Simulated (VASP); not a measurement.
# FeGe (P6/mmm) in VASP: notebook

FeGe is run at these levels: PBEsol; tasks: single point.

All numbers are computed with VASP 6.6.1; they aren't measurements. Logs are shortened: lines on timing, memory, paths and dates and some standing lists are left out, and cuts for length are marked.

## (1) The cell of the first run

The structure is hexagonal, space group P6/mmm (No. 191). Conventional cell: a = 4.964 Å, b = 4.964 Å, c = 4.088 Å, α = 90.00°, β = 90.00°, γ = 120.00°. Ge (site symmetry -6m2) has 6 Fe at 2.50 Å and 3 Ge at 2.87 Å within 3.3 Å. Ge (site symmetry 6/mmm) has 6 Fe at 2.48 Å within 3.3 Å. Fe (site symmetry mmm) has 6 Ge at 2.48 to 2.50 Å and 4 Fe at 2.48 Å within 3.3 Å.

## (2) Single point, PBEsol, collinear spin, ferromagnetic start

INCAR

```
ALGO = Normal ; EDIFF = 1E-6
ENCUT = 520 ; GGA = PS
ISIF = 2 ; ISMEAR = -1
ISPIN = 2 ; LASPH = True
LCHARG = False ; LMAXMIX = 4
LORBIT = 11 ; LREAL = False
LWAVE = False ; MAGMOM = 0 0 0 3 3 3
NBANDS = 46 ; NELM = 150
PREC = Accurate ; SIGMA = 0.05
```

KPOINTS

```
k-points
0
Gamma
  6 6 7
```

POSCAR

```
FeGe
1.0
    4.9640603699      0.0000000000      0.0000000000
   -2.4820301849      4.2990023862      0.0000000000
    0.0000000000      0.0000000000      4.0881379583
Ge Fe
3 3
Direct
    0.6666666667      0.3333333333      0.5000000000
    0.3333333333      0.6666666667      0.5000000000
    0.0000000000      0.0000000000      0.0000000000
    0.0000000000      0.5000000000      0.0000000000
    0.5000000000      0.5000000000      0.0000000000
    0.5000000000      0.0000000000      0.0000000000
```

Potentials or basis: VASP PAW PBE potentials, release 64 (Ge_d, Fe).

Command:

```sh
> cat potpaw_PBE.64/Ge_d/POTCAR potpaw_PBE.64/Fe/POTCAR > POTCAR
> mpirun -np 1 vasp_std > vasp.out
```

OUTCAR:

```text
EDIFF = 1E-6
   ENCUT = 520
   GGA = PS
   ISIF = 2
   ISMEAR = -1
   ISPIN = 2
   LASPH = True
   LORBIT = 11
   LREAL = False
   NELM = 150
   PREC = Accurate

 ion  position               nearest neighbor table
   1  0.667  0.333  0.500-   6 2.50   6 2.50   4 2.50   4 2.50   5 2.50   5 2.50   2 2.87   2 2.87
                             2 2.87
   2  0.333  0.667  0.500-   6 2.50   6 2.50   4 2.50   4 2.50   5 2.50   5 2.50   1 2.87   1 2.87
                             1 2.87
   3  0.000  0.000  0.000-   4 2.48   4 2.48   5 2.48   5 2.48   6 2.48   6 2.48
   4  0.000  0.500  0.000-   3 2.48   3 2.48   6 2.48   6 2.48   5 2.48   5 2.48   2 2.50   2 2.50
                             1 2.50   1 2.50
   5  0.500  0.500  0.000-   6 2.48   6 2.48   3 2.48   3 2.48   4 2.48   4 2.48   2 2.50   2 2.50
                             1 2.50   1 2.50
   6  0.500  0.000  0.000-   5 2.48   5 2.48   4 2.48   4 2.48   3 2.48   3 2.48   2 2.50   2 2.50
                             1 2.50   1 2.50

  LATTYP: Found a hexagonal cell.
 ALAT       =     4.9640603699
 C/A-ratio  =     0.8235471879

  Lattice vectors:

 A1 = (   4.9640603699,   0.0000000000,   0.0000000000)
 A2 = (  -2.4820301849,   4.2990023862,   0.0000000000)
 A3 = (   0.0000000000,   0.0000000000,   4.0881379583)

Analysis of symmetry for initial positions (statically):
=====================================================================
 Subroutine PRICEL returns:
 Original cell was already a primitive cell.

 Routine SETGRP: Setting up the symmetry group for a
 hexagonal supercell.

 Subroutine GETGRP returns: Found 24 space group operations
 (whereof 24 operations were pure point group operations)
 out of a pool of 24 trial point group operations.

The static configuration has the point symmetry D_6h.

Analysis of symmetry for dynamics (positions and initial velocities):
=====================================================================
 Subroutine PRICEL returns:
 Original cell was already a primitive cell.

 Routine SETGRP: Setting up the symmetry group for a
 hexagonal supercell.

 Subroutine GETGRP returns: Found 24 space group operations
 (whereof 24 operations were pure point group operations)
 out of a pool of 24 trial point group operations.

The dynamic configuration has the point symmetry D_6h.

Analysis of structural, dynamic, and magnetic symmetry:
=====================================================================
 Subroutine PRICEL returns:
 Original cell was already a primitive cell.

 Routine SETGRP: Setting up the symmetry group for a
 hexagonal supercell.

 Subroutine GETGRP returns: Found 24 space group operations
 (whereof 24 operations were pure point group operations)
 out of a pool of 24 trial point group operations.

The overall configuration has the point symmetry D_6h.

 Subroutine INISYM returns: Found 24 space group operations
 (whereof 24 operations are pure point group operations),
 and found     1 'primitive' translations

----------------------------------------------------------------------------------------

                                     Primitive cell

  volume of cell :      87.2429

  direct lattice vectors                    reciprocal lattice vectors
     4.964060370  0.000000000  0.000000000     0.201447993  0.116306053  0.000000000
    -2.482030185  4.299002386  0.000000000     0.000000000  0.232612106  0.000000000
     0.000000000  0.000000000  4.088137958     0.000000000  0.000000000  0.244610140

  length of vectors
     4.964060370  4.964060370  4.088137958     0.232612106  0.232612106  0.244610140

  position of ions in fractional coordinates (direct lattice)
     0.666666667  0.333333333  0.500000000
     0.333333333  0.666666667  0.500000000
     0.000000000  0.000000000  0.000000000
     0.000000000  0.500000000  0.000000000
     0.500000000  0.500000000  0.000000000
     0.500000000  0.000000000  0.000000000

  ion indices of the primitive-cell ions
   primitive index   ion index
                 1           1
                 2           2
                 3           3
                 4           4
                 5           5
                 6           6

----------------------------------------------------------------------------------------

 KPOINTS: k-points

Automatic generation of k-mesh.
 Grid dimensions read from file:
 generate k-points for:    6    6    7

 Generating k-lattice:

  Cartesian coordinates                     Fractional coordinates (reciprocal lattice)
     0.033574666  0.019384342  0.000000000     0.166666667 -0.000000000  0.000000000
     0.000000000  0.038768684  0.000000000     0.000000000  0.166666667  0.000000000
     0.000000000  0.000000000  0.034944306     0.000000000  0.000000000  0.142857143

  Length of vectors
     0.038768684  0.038768684  0.034944306

  Shift w.r.t. Gamma in fractional coordinates (k-lattice)
     0.000000000  0.000000000  0.000000000

 Subroutine IBZKPT returns following result:
 ===========================================

 Found     28 irreducible k-points:

 Following reciprocal coordinates:
            Coordinates               Weight
  0.000000  0.000000  0.000000      1.000000
  0.166667  0.000000  0.000000      6.000000
  0.333333  0.000000  0.000000      6.000000
  0.500000  0.000000  0.000000      3.000000
  0.166667  0.166667  0.000000      6.000000
  0.333333  0.166667  0.000000     12.000000
[... 16 lines left out ...]
  0.166667  0.000000  0.428571     12.000000
  0.333333  0.000000  0.428571     12.000000
 [... further k-points ...]
   k-points           NKPTS =     28   k-points in BZ     NKDIM =     28   number of bands    NBANDS=     46
   number of dos      NEDOS =    301   number of ions     NIONS =      6
   total plane-waves  NPLWV =  48000
   dimension x,y,z NGX =    40 NGY =   40 NGZ =   30
   dimension x,y,z NGXF=    80 NGYF=   80 NGZF=   60
   ions per type =               3   3
   NGX,Y,Z   is equivalent  to a cutoff of  13.40, 13.40, 12.20 a.u.
   NGXF,Y,Z  is equivalent  to a cutoff of  26.79, 26.79, 24.40 a.u.
 SYSTEM =  unknown system
   PREC   = accura    normal or accurate (medium, high low for compatibility)
   ISTART =      0    job   : 0-new  1-cont  2-samecut
   ICHARG =      2    charge: 1-file 2-atom 10-const
   ISPIN  =      2    spin polarized calculation?
   LNONCOLLINEAR =      F non collinear calculations
   LSORBIT =      F    spin-orbit coupling
   LASPH  =      T    aspherical Exc in radial PAW
   ENCUT  =  520.0 eV  38.22 Ry    6.18 a.u.   9.23  9.23  7.60*2*pi/ulx,y,z
   NELM   =    150;   NELMIN=  2; NELMDL= -5     # of ELM steps
   EDIFF  = 0.1E-05   stopping-criterion for ELM
   LREAL  =      F    real-space projection
   EDIFFG = 0.1E-04   stopping-criterion for IOM
   NSW    =      0    number of steps for IOM
   IBRION =     -1    ionic relax: 0-MD 1-quasi-New 2-CG
   NFREE  =      0    steps in history (QN), initial steepest desc. (CG)
   ISIF   =      2    stress and relaxation
   ISYM   =      2    0-nonsym 1-usesym 2-fastsym
   POTIM  = 0.5000    time-step for ionic-motion
   TEBEG  =    0.0;   TEEND  =   0.0 temperature during run
   PSTRESS=    0.0 pullay stress
   NELECT =      66.0000    total number of electrons
   NUPDOWN=      -1.0000    fix difference up-down
   EMIN   =  10.00;   EMAX   =-10.00  energy-range for DOS
   EFERMI =   0.00;   METHOD = LEGACY
   ISMEAR =    -1;   SIGMA  =   0.05  broadening in eV -4-tet -1-fermi 0-gaus
   EFERMI_NEDOS =   21; number of points for ismear=-14 and -15
   IALGO  =     38    algorithm
   IMIX   =      4    mixing-type and parameters
     AMIX     =   0.40;   BMIX     =  1.00
     AMIX_MAG =   1.60;   BMIX_MAG =  1.00
  volume/ion in A,a.u.               =      14.54        98.12
  Fermi-wavevector in a.u.,A,eV,Ry     =   1.491693  2.818891 30.274967  2.225147
  Thomas-Fermi vector in A             =   2.604315
   LORBIT       =     11    0 simple, 1 ext, 2 COOP (PROOUT), +10 PAW based schemes
   GGA     = PS    functional components
   LHFCALC =     F    Hartree Fock is set to
   AEXX    =    0.0000 exact exchange contribution
   IVDW    =     0    specifies the selected vdW correction
   LEPSILON=     F    determine dielectric tensor
   LRPA    =     F    only Hartree local field effects (RPA)
 spin polarized calculation
  energy-cutoff  :      520.00
  volume of cell :       87.24
 maximum number of plane-waves:      2362
 NGX is ok and might be reduce to    40
   NGX = 19   NGY = 19   NGZ = 15

 number of electron      65.9999967 magnetization       4.1825010

 Free energy of the ion-electron system (eV)
  ---------------------------------------------------
  ext. energy  EPLUGINS =         0.00000000
  ---------------------------------------------------
  free energy    TOTEN  =       -42.67557500 eV

  energy without entropy =      -42.63729215  energy(sigma->0) =      -42.65643357

 E-fermi :   6.7652     XC(G=0): -12.1922

 val. band max:        6.7640279430   @ k =   0.1667   0.1667   0.1429
 cond. band min:       6.7758652592   @ k =   0.1667   0.1667   0.1429
 fundamental gap:      0.0118373162
 Fermi energy:         6.7652495690

 spin component 1

 k-point     1 :       0.0000    0.0000    0.0000
  band No.  band energies     occupation
      1     -18.1140      1.00000
      2     -18.0382      1.00000
      3     -18.0382      1.00000
      4     -17.9458      1.00000
      5     -17.9458      1.00000
      6     -17.9139      1.00000
[... 37 lines left out ...]
     44      12.9242      0.00000
     45      13.7340      0.00000

 k-point     2 :       0.1667    0.0000    0.0000
  band No.  band energies     occupation
      1     -18.1131      1.00000
      2     -18.0383      1.00000
      3     -18.0379      1.00000
      4     -17.9530      1.00000
      5     -17.9492      1.00000
      6     -17.9145      1.00000
[... 1048 lines left out ...]
 k-point    24 :       0.3333    0.0000    0.4286
  band No.  band energies     occupation
      1     -18.1081      1.00000
      2     -18.0396      1.00000
      3     -18.0386      1.00000
      4     -17.9612      1.00000
      5     -17.9549      1.00000
      6     -17.9127      1.00000
[... 37 lines left out ...]
     44      14.5645      0.00000
     45      15.4445      0.00000

 [... further k-points ...]

 spin component 2

 k-point     1 :       0.0000    0.0000    0.0000
  band No.  band energies     occupation
      1     -18.1229      1.00000
      2     -18.0527      1.00000
      3     -18.0527      1.00000
      4     -17.9537      1.00000
      5     -17.9536      1.00000
      6     -17.9316      1.00000
[... 37 lines left out ...]
     44      13.6960      0.00000
     45      13.9136      0.00000

 k-point     2 :       0.1667    0.0000    0.0000
  band No.  band energies     occupation
      1     -18.1221      1.00000
      2     -18.0528      1.00000
      3     -18.0524      1.00000
      4     -17.9609      1.00000
      5     -17.9571      1.00000
      6     -17.9319      1.00000
[... 1048 lines left out ...]
 k-point    24 :       0.3333    0.0000    0.4286
  band No.  band energies     occupation
      1     -18.1171      1.00000
      2     -18.0541      1.00000
      3     -18.0531      1.00000
      4     -17.9692      1.00000
      5     -17.9630      1.00000
      6     -17.9305      1.00000
[... 37 lines left out ...]
     44      14.7976      0.00000
     45      15.6698      0.00000

 [... further k-points ...]

 [bands above 45 left out]

------------------------ aborting loop because EDIFF is reached ----------------------------------------

  FORCE on cell =-STRESS in cart. coord.  units (eV):
  Direction    XX          YY          ZZ          XY          YZ          ZX
  --------------------------------------------------------------------------------------
  -------------------------------------------------------------------------------------
  Total       -3.8802469     -3.8802469     -4.5596437     -0.0000000      0.0000000      0.0000000
  in kB      -71.2589902    -71.2589902    -83.7358070     -0.0000000      0.0000000      0.0000000
  external PRESSURE =     -75.4179291 kB  Pullay stress =       0.0000000 kB

 VOLUME and BASIS-vectors are now :
 -----------------------------------------------------------------------------
  energy-cutoff  :      520.00
  volume of cell :       87.24
      direct lattice vectors                 reciprocal lattice vectors
     4.964060370  0.000000000  0.000000000     0.201447993  0.116306053  0.000000000
    -2.482030185  4.299002386  0.000000000     0.000000000  0.232612106  0.000000000
     0.000000000  0.000000000  4.088137958     0.000000000  0.000000000  0.244610140

 POSITION                                       TOTAL-FORCE (eV/Angst)
 -----------------------------------------------------------------------------------
      2.48203      1.43300      2.04407         0.000000      0.000000      0.000000
     -0.00000      2.86600      2.04407        -0.000000      0.000000      0.000000
      0.00000      0.00000      0.00000        -0.000000      0.000000      0.000000
     -1.24102      2.14950      0.00000        -0.000000      0.000000      0.000000
      1.24102      2.14950      0.00000        -0.000000      0.000000      0.000000
      2.48203      0.00000      0.00000        -0.000000      0.000000      0.000000
 -----------------------------------------------------------------------------------
    total drift:                               -0.000000      0.000000     -0.000000

  FREE ENERGIE OF THE ION-ELECTRON SYSTEM (eV)
  ---------------------------------------------------
  free  energy   TOTEN  =       -42.6755749995 eV

  energy  without entropy=      -42.6372921458  energy(sigma->0) =      -42.65643357

 total charge

# of ion       s       p       d       tot
------------------------------------------
    1        1.121   1.178  10.080  12.378
    2        1.121   1.178  10.080  12.378
    3        1.146   1.134  10.058  12.338
    4        0.438   0.564   6.414   7.416
    5        0.438   0.564   6.414   7.416
    6        0.438   0.564   6.414   7.416
--------------------------------------------------
tot          4.701   5.182  49.459  59.342

 magnetization (x)

# of ion       s       p       d       tot
------------------------------------------
    1       -0.007  -0.047   0.000  -0.054
    2       -0.007  -0.047   0.000  -0.054
    3       -0.002  -0.089   0.006  -0.084
    4        0.004   0.002   1.460   1.466
    5        0.004   0.002   1.460   1.466
    6        0.004   0.002   1.460   1.466
--------------------------------------------------
tot         -0.004  -0.177   4.387   4.207
```

Wall time 8.1 min (1 thread of Oxide Virtual Turin-like, shared host); peak memory 0.3 GiB.

What came out:

```
Free energy                                           : -42.6756 eV
Pressure                                              : -7.5 GPa
Net moment                                            : 4.18 μB per cell
Site moments                                          : Ge -0.05, -0.08; Fe +1.47 μB
Valence electrons inside the program's atomic spheres : Ge 12.38, 12.34; Fe 7.42
```

Stress tensor (GPa, compression positive):
```
-7.13  0.00  0.00
 0.00 -7.13  0.00
 0.00  0.00 -8.37
```

Caveat: the PAW data sets were made with another functional, which shifts forces and pressure a little.

## (3) Single point, PBEsol, collinear spin, ferromagnetic start

This run uses another cell than the first one, of 15.13 Å³/atom, 1.041 times its volume.

INCAR

```
ALGO = Normal
EDIFF = 1E-6
ENCUT = 520
GGA = PS
ISIF = 2
ISMEAR = -1
ISPIN = 2
LASPH = T
LCHARG = F
LMAXMIX = 4
LORBIT = 11
LREAL = F
LWAVE = F
MAGMOM = 0 0 0 3 3 3
NBANDS = 46
NELM = 150
PREC = Accurate
SIGMA = 0.05
```

KPOINTS is that of step 2.

Changes to POSCAR since step 2:

```diff
@@ -2,5 +2,5 @@
 1.0
-    4.9640603699      0.0000000000      0.0000000000
-   -2.4820301849      4.2990023862      0.0000000000
-    0.0000000000      0.0000000000      4.0881379583
+    5.0307000046      0.0000000000      0.0000000000
+   -2.5153500023      4.3567140028      0.0000000000
+    0.0000000000      0.0000000000      4.1430188420
 Ge Fe
```

Potentials or basis: VASP PAW PBE potentials, release 64 (Ge_d, Fe).

Command:

```sh
> cat potpaw_PBE.64/Ge_d/POTCAR potpaw_PBE.64/Fe/POTCAR > POTCAR
> mpirun -np 1 vasp_std > vasp.out
```

Run time: 4.4 min. Hardware: 1 thread of Oxide Virtual Turin-like, shared host; peak memory 0.31 GiB.

Results (log left out):

```
Free energy                                           : -42.4545 eV
Pressure                                              : -12.2 GPa
Net moment                                            : 4.34 μB per cell
Site moments                                          : Ge -0.06, -0.09; Fe +1.53 μB
Valence electrons inside the program's atomic spheres : Ge 12.33, 12.30; Fe 7.33
```

Stress tensor (GPa, compression positive):
```
-12.15   0.00   0.00
  0.00 -12.15   0.00
  0.00   0.00 -12.40
```

Levels at points of the mesh, in eV from the Fermi level:
Spin up:
```csv
k point,band 33,band 34,band 35,band 36,band 37,band 38
"(0.00, 0.00, 0.00)",-1.25,-1.25,-0.33,0.12,1.13,1.13
"(0.50, 0.00, 0.00)",-1.26,0.37,0.41,0.82,1.32,1.54
```
Spin down:
| k point | band 27 | band 28 | band 29 | band 30 | band 31 | band 32 | band 33 | band 34 | band 35 | band 36 |
| --- | --- | --- | --- | --- | --- | --- | --- | --- | --- | --- |
| (0.00, 0.00, 0.00) | -2.17 | -1.35 | -1.35 | 0.25 | 0.25 | 0.40 | 0.53 | 0.53 | 0.93 | 1.30 |
| (0.50, 0.00, 0.00) | -1.84 | -1.50 | -0.72 | -0.35 | -0.31 | 0.23 | 0.50 | 1.33 | 1.42 | 1.58 |

Caveat: the PAW data sets were made with another functional, which shifts forces and pressure a little.

## (4) Single point, PBEsol, collinear spin, ferromagnetic start

This run uses another cell than the first one, of 15.43 Å³/atom, 1.061 times its volume.

INCAR

```
PREC = Accurate
ENCUT = 520
EDIFF = 1E-7
ISMEAR = -1
SIGMA = 0.05
LREAL = False
LASPH = True
NELM = 150
ALGO = Normal
ISIF = 2
LWAVE = False
LCHARG = False
ISPIN = 2
MAGMOM = 0 0 0 3 3 3
LORBIT = 11
LMAXMIX = 4
GGA = PS
NBANDS = 46
```

KPOINTS

```
regular mesh
0
Gamma
  6 6 7
```

Changes to POSCAR since step 3:

```diff
@@ -2,5 +2,5 @@
 1.0
-    5.0307000046      0.0000000000      0.0000000000
-   -2.5153500023      4.3567140028      0.0000000000
-    0.0000000000      0.0000000000      4.1430188420
+    5.0633678031      0.0000000000      0.0000000000
+   -2.5316839015      4.3850051461      0.0000000000
+    0.0000000000      0.0000000000      4.1699223156
 Ge Fe
```

Command:

```sh
> cat potpaw_PBE.64/Ge_d/POTCAR potpaw_PBE.64/Fe/POTCAR > POTCAR
> mpirun -np 1 vasp_std > vasp.out
```

Run time: 4.8 min. Hardware: 1 thread of Oxide Virtual Turin-like, shared host; peak memory 0.32 GiB.

The run converged. Its results:

* Free energy: -42.3089 eV
* Pressure: -14.0 GPa
* Net moment: 4.48 μB per cell
* Site moments: Ge -0.06, -0.09; Fe +1.58 μB
* Valence electrons inside the program's atomic spheres: Ge 12.31, 12.28; Fe 7.28

Stress tensor (GPa, compression positive):
```
-14.06   0.00   0.00
  0.00 -14.06   0.00
  0.00   0.00 -13.84
```

Levels at points of the mesh, in eV from the Fermi level:
Spin up:
```csv
k point,band 32,band 33,band 34,band 35,band 36,band 37,band 38,band 39
"(0.00, 0.00, 0.00)",-1.32,-1.29,-1.29,-0.42,0.04,1.05,1.05,2.63
"(0.50, 0.00, 0.00)",-1.36,-1.30,0.30,0.36,0.75,1.27,1.41,2.72
```
Spin down:
```tsv
k point	band 27	band 28	band 29	band 30	band 31	band 32	band 33	band 34	band 35	band 36
(0.00, 0.00, 0.00)	-2.11	-1.29	-1.29	0.27	0.27	0.41	0.54	0.54	0.90	1.29
(0.50, 0.00, 0.00)	-1.79	-1.45	-0.68	-0.31	-0.30	0.24	0.51	1.27	1.40	1.56
```

Caveat: the PAW data sets were made with another functional, which shifts forces and pressure a little.

## (5) Summary

```tsv
cell	gap on the mesh (eV)	pressure (GPa)	moment (μB)
a = 4.964, b = 4.964, c = 4.088 Å, angles 90.0, 90.0, 120.0°, 6 atoms	none	-7.5	4.18
a = 5.031, b = 5.031, c = 4.143 Å, angles 90.0, 90.0, 120.0°, 6 atoms	none	-12.2	4.34
a = 5.063, b = 5.063, c = 4.170 Å, angles 90.0, 90.0, 120.0°, 6 atoms	none	-14.0	4.48
```

Alike in all rows: task single point; level PBEsol; potentials or basis VASP PAW PBE potentials, release 64 (Ge_d, Fe); spin collinear, ferromagnetic start; k mesh 6 × 6 × 7; cutoff (eV) 520; smearing fermi-dirac 0.05 eV.

Caveats: the PAW data sets were made with another functional, which shifts forces and pressure a little.

Absolute energies hang on the potentials; compare differences alone.
